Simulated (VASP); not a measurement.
# CaO (dq13) (Fm-3m) in VASP: a series of runs

CaO (dq13) is run at these levels: LDA; tasks: single point, relaxation of cell and atoms.

Everything below comes from runs of VASP 6.6.1. Logs are shortened: lines on timing, memory, paths and dates and some standing lists are left out, and cuts for length are marked.

### Step 1. The cell of the first run

Symmetry: Fm-3m, No. 225, cubic system. Conventional cell: a = 4.711 Å, b = 4.711 Å, c = 4.711 Å, α = 90.00°, β = 90.00°, γ = 90.00°. Within 3.1 Å of Ca (site symmetry m-3m) lie 6 O at 2.36 Å. Within 3.1 Å of O (site symmetry m-3m) lie 6 Ca at 2.36 Å.

### Step 2. Single point, LDA

The input, INCAR:

```
PREC = Accurate ; ENCUT = 600
EDIFF = 1E-6 ; ISMEAR = 0
SIGMA = 0.1 ; LREAL = False
LASPH = True ; NELM = 120
ALGO = Normal ; ISIF = 2
LWAVE = False ; LCHARG = False
NBANDS = 15 ; GGA_COMPAT = False
```

The input, KPOINTS:

```
Automatic mesh
0
Gamma
  8 8 8
```

The input, POSCAR:

```
CaO
1.0
    0.0000000000      2.3557358149      2.3557358149
    2.3557358149      0.0000000000      2.3557358149
    2.3557358149      2.3557358149      0.0000000000
Ca O
1 1
Direct
    0.0000000000      0.0000000000      0.0000000000
    0.5000000000      0.5000000000      0.5000000000
```

Potentials or basis: VASP PAW LDA potentials, release 64 (Ca_sv, O).

Command:

```bash
> cat potpaw_LDA.64/Ca_sv/POTCAR potpaw_LDA.64/O/POTCAR > POTCAR
> mpirun -np 1 vasp_std > vasp.out
```

OUTCAR:

```text
PREC = Accurate
   ENCUT = 600
   EDIFF = 1E-6
   ISMEAR = 0
   LREAL = False
   LASPH = True
   NELM = 120
   ISIF = 2

 ion  position               nearest neighbor table
   1  0.000  0.000  0.000-   2 2.36   2 2.36   2 2.36   2 2.36   2 2.36   2 2.36
   2  0.500  0.500  0.500-   1 2.36   1 2.36   1 2.36   1 2.36   1 2.36   1 2.36

  LATTYP: Found a face centered cubic cell.
 ALAT       =     4.7114716298

  Lattice vectors:

 A1 = (   0.0000000000,   2.3557358149,   2.3557358149)
 A2 = (   2.3557358149,   0.0000000000,   2.3557358149)
 A3 = (   2.3557358149,   2.3557358149,   0.0000000000)

Analysis of symmetry for initial positions (statically):
=====================================================================
 Subroutine PRICEL returns:
 Original cell was already a primitive cell.

 Routine SETGRP: Setting up the symmetry group for a
 face centered cubic supercell.

 Subroutine GETGRP returns: Found 48 space group operations
 (whereof 48 operations were pure point group operations)
 out of a pool of 48 trial point group operations.

The static configuration has the point symmetry O_h .

Analysis of symmetry for dynamics (positions and initial velocities):
=====================================================================
 Subroutine PRICEL returns:
 Original cell was already a primitive cell.

 Routine SETGRP: Setting up the symmetry group for a
 face centered cubic supercell.

 Subroutine GETGRP returns: Found 48 space group operations
 (whereof 48 operations were pure point group operations)
 out of a pool of 48 trial point group operations.

The dynamic configuration has the point symmetry O_h .

 Subroutine INISYM returns: Found 48 space group operations
 (whereof 48 operations are pure point group operations),
 and found     1 'primitive' translations

----------------------------------------------------------------------------------------

                                     Primitive cell

  volume of cell :      26.1463

  direct lattice vectors                    reciprocal lattice vectors
     0.000000000  2.355735815  2.355735815    -0.212247909  0.212247909  0.212247909
     2.355735815  0.000000000  2.355735815     0.212247909 -0.212247909  0.212247909
     2.355735815  2.355735815  0.000000000     0.212247909  0.212247909 -0.212247909

  length of vectors
     3.331513539  3.331513539  3.331513539     0.367624162  0.367624162  0.367624162

  position of ions in fractional coordinates (direct lattice)
     0.000000000  0.000000000  0.000000000
     0.500000000  0.500000000  0.500000000

  ion indices of the primitive-cell ions
   primitive index   ion index
                 1           1
                 2           2

----------------------------------------------------------------------------------------

 KPOINTS: Automatic mesh

Automatic generation of k-mesh.
 Grid dimensions read from file:
 generate k-points for:    8    8    8

 Generating k-lattice:

  Cartesian coordinates                     Fractional coordinates (reciprocal lattice)
    -0.026530989  0.026530989  0.026530989     0.125000000  0.000000000  0.000000000
     0.026530989 -0.026530989  0.026530989     0.000000000  0.125000000  0.000000000
     0.026530989  0.026530989 -0.026530989     0.000000000  0.000000000  0.125000000

  Length of vectors
     0.045953020  0.045953020  0.045953020

  Shift w.r.t. Gamma in fractional coordinates (k-lattice)
     0.000000000  0.000000000  0.000000000

 Subroutine IBZKPT returns following result:
 ===========================================

 Found     29 irreducible k-points:

 Following reciprocal coordinates:
            Coordinates               Weight
  0.000000  0.000000  0.000000      1.000000
  0.125000  0.000000  0.000000      8.000000
  0.250000  0.000000  0.000000      8.000000
  0.375000  0.000000  0.000000      8.000000
  0.500000  0.000000  0.000000      4.000000
  0.125000  0.125000  0.000000      6.000000
[... 16 lines left out ...]
  0.500000  0.250000  0.125000     48.000000
 -0.375000  0.250000  0.125000     24.000000
 [... further k-points ...]
   k-points           NKPTS =     29   k-points in BZ     NKDIM =     29   number of bands    NBANDS=     15
   number of dos      NEDOS =    301   number of ions     NIONS =      2
   total plane-waves  NPLWV =  21952
   dimension x,y,z NGX =    28 NGY =   28 NGZ =   28
   dimension x,y,z NGXF=    56 NGYF=   56 NGZF=   56
   ions per type =               1   1
   NGX,Y,Z   is equivalent  to a cutoff of  13.97, 13.97, 13.97 a.u.
   NGXF,Y,Z  is equivalent  to a cutoff of  27.94, 27.94, 27.94 a.u.
 SYSTEM =  unknown system
   PREC   = accura    normal or accurate (medium, high low for compatibility)
   ISTART =      0    job   : 0-new  1-cont  2-samecut
   ICHARG =      2    charge: 1-file 2-atom 10-const
   ISPIN  =      1    spin polarized calculation?
   LNONCOLLINEAR =      F non collinear calculations
   LSORBIT =      F    spin-orbit coupling
   LASPH  =      T    aspherical Exc in radial PAW
   ENCUT  =  600.0 eV  44.10 Ry    6.64 a.u.   6.65  6.65  6.65*2*pi/ulx,y,z
   NELM   =    120;   NELMIN=  2; NELMDL= -5     # of ELM steps
   EDIFF  = 0.1E-05   stopping-criterion for ELM
   LREAL  =      F    real-space projection
   EDIFFG = 0.1E-04   stopping-criterion for IOM
   NSW    =      0    number of steps for IOM
   IBRION =     -1    ionic relax: 0-MD 1-quasi-New 2-CG
   NFREE  =      0    steps in history (QN), initial steepest desc. (CG)
   ISIF   =      2    stress and relaxation
   ISYM   =      2    0-nonsym 1-usesym 2-fastsym
   POTIM  = 0.5000    time-step for ionic-motion
   TEBEG  =    0.0;   TEEND  =   0.0 temperature during run
   PSTRESS=    0.0 pullay stress
   NELECT =      16.0000    total number of electrons
   NUPDOWN=      -1.0000    fix difference up-down
   EMIN   =  10.00;   EMAX   =-10.00  energy-range for DOS
   EFERMI =   0.00;   METHOD = LEGACY
   ISMEAR =     0;   SIGMA  =   0.10  broadening in eV -4-tet -1-fermi 0-gaus
   EFERMI_NEDOS =   21; number of points for ismear=-14 and -15
   IALGO  =     38    algorithm
   IMIX   =      4    mixing-type and parameters
     AMIX     =   0.40;   BMIX     =  1.00
     AMIX_MAG =   1.60;   BMIX_MAG =  1.00
  volume/ion in A,a.u.               =      13.07        88.22
  Fermi-wavevector in a.u.,A,eV,Ry     =   1.389883  2.626498 26.283391  1.931775
  Thomas-Fermi vector in A             =   2.513871
   LORBIT       =      0    0 simple, 1 ext, 2 COOP (PROOUT), +10 PAW based schemes
   GGA     = CA    functional components
   LHFCALC =     F    Hartree Fock is set to
   AEXX    =    0.0000 exact exchange contribution
   IVDW    =     0    specifies the selected vdW correction
   LEPSILON=     F    determine dielectric tensor
   LRPA    =     F    only Hartree local field effects (RPA)
 non-spin polarized calculation
 Gauss-broadening in eV      SIGMA  =   0.10
  energy-cutoff  :      600.00
  volume of cell :       26.15
 maximum number of plane-waves:       893
   NGX = 13   NGY = 13   NGZ = 13

 number of electron      15.9999999 magnetization

 Free energy of the ion-electron system (eV)
  ---------------------------------------------------
  ext. energy  EPLUGINS =         0.00000000
  ---------------------------------------------------
  free energy    TOTEN  =       -14.22341264 eV

  energy without entropy =      -14.22341264  energy(sigma->0) =      -14.22341264

 E-fermi :   2.7720     XC(G=0): -11.3262

 val. band max:        2.3702138926   @ k =   0.0000   0.0000   0.0000
 cond. band min:       5.7927583545   @ k =   0.5000   0.5000   0.0000
 fundamental gap:      3.4225444619
 Fermi energy:         2.7719988891

 k-point     1 :       0.0000    0.0000    0.0000
  band No.  band energies     occupation
      1     -34.4603      2.00000
      2     -15.4553      2.00000
      3     -15.4553      2.00000
      4     -15.4553      2.00000
      5     -12.9554      2.00000
      6       2.3702      2.00000
      7       2.3702      2.00000
      8       2.3702      2.00000
      9       7.4342      0.00000
     10       8.6150      0.00000
     11       8.6150      0.00000
     12       8.6150      0.00000
     13      10.2865      0.00000
     14      10.2865      0.00000
     15      17.5372      0.00000

 k-point     2 :       0.1250    0.0000    0.0000
  band No.  band energies     occupation
      1     -34.4392      2.00000
      2     -15.7562      2.00000
      3     -15.4651      2.00000
      4     -15.4651      2.00000
      5     -12.6471      2.00000
      6       1.7995      2.00000
      7       2.1288      2.00000
      8       2.1288      2.00000
      9       8.1271      0.00000
     10       8.5814      0.00000
     11       8.9070      0.00000
     12       8.9070      0.00000
     13      10.7014      0.00000
     14      10.7014      0.00000
     15      18.2266      0.00000

 k-point     3 :       0.2500    0.0000    0.0000
  band No.  band energies     occupation
      1     -34.3880      2.00000
      2     -16.3143      2.00000
      3     -15.4885      2.00000
      4     -15.4885      2.00000
      5     -12.0683      2.00000
      6       0.7200      2.00000
      7       1.6177      2.00000
      8       1.6177      2.00000
      9       8.6723      0.00000
     10       9.6133      0.00000
     11       9.6762      0.00000
     12       9.6762      0.00000
     13      11.6928      0.00000
     14      11.6928      0.00000
     15      18.8128      0.00000
[... 343 lines left out ...]
 k-point    23 :       0.5000    0.2500    0.1250
  band No.  band energies     occupation
      1     -34.3094      2.00000
      2     -16.5540      2.00000
      3     -15.7465      2.00000
      4     -15.5835      2.00000
      5     -11.8569      2.00000
      6       0.2268      2.00000
      7       1.1849      2.00000
      8       1.4721      2.00000
      9       8.2597      0.00000
     10      10.1110      0.00000
     11      11.1119      0.00000
     12      11.3035      0.00000
     13      12.7488      0.00000
     14      13.9643      0.00000
     15      17.7329      0.00000

 k-point    24 :      -0.3750    0.2500    0.1250
  band No.  band energies     occupation
      1     -34.2922      2.00000
      2     -16.6315      2.00000
      3     -15.7659      2.00000
      4     -15.6169      2.00000
      5     -11.7935      2.00000
      6       0.1721      2.00000
      7       1.1624      2.00000
      8       1.2045      2.00000
      9       9.2427      0.00000
     10       9.3129      0.00000
     11      11.4414      0.00000
     12      11.7437      0.00000
     13      13.0680      0.00000
     14      14.7801      0.00000
     15      16.8258      0.00000

 [... further k-points ...]
[... 5 lines left out ...]
  --------------------------------------------------------------------------------------
  -------------------------------------------------------------------------------------
  Total        0.0905313      0.0905313      0.0905313      0.0000000      0.0000000     -0.0000000
  in kB        5.5475309      5.5475309      5.5475309      0.0000000      0.0000000     -0.0000000
  external PRESSURE =       5.5475309 kB  Pullay stress =       0.0000000 kB

 VOLUME and BASIS-vectors are now :
 -----------------------------------------------------------------------------
  energy-cutoff  :      600.00
  volume of cell :       26.15
      direct lattice vectors                 reciprocal lattice vectors
     0.000000000  2.355735815  2.355735815    -0.212247909  0.212247909  0.212247909
     2.355735815  0.000000000  2.355735815     0.212247909 -0.212247909  0.212247909
     2.355735815  2.355735815  0.000000000     0.212247909  0.212247909 -0.212247909

 POSITION                                       TOTAL-FORCE (eV/Angst)
 -----------------------------------------------------------------------------------
      0.00000      0.00000      0.00000         0.000000     -0.000000      0.000000
      2.35574      2.35574      2.35574        -0.000000      0.000000     -0.000000
 -----------------------------------------------------------------------------------
    total drift:                                0.000000      0.000000      0.000000

  FREE ENERGIE OF THE ION-ELECTRON SYSTEM (eV)
  ---------------------------------------------------
  free  energy   TOTEN  =       -14.2234126378 eV

  energy  without entropy=      -14.2234126378  energy(sigma->0) =      -14.22341264
```

It took 23 s on 1 thread of Intel Xeon 8259CL, shared host; peak memory 0.15 GiB.

Results:

* Free energy: -14.2234 eV
* Pressure: 0.6 GPa
* Band gap on the k mesh: 3.42 eV, indirect (least direct gap 3.78 eV)

A k mesh can miss the band edges.

(Continued in part 2 of 2.)
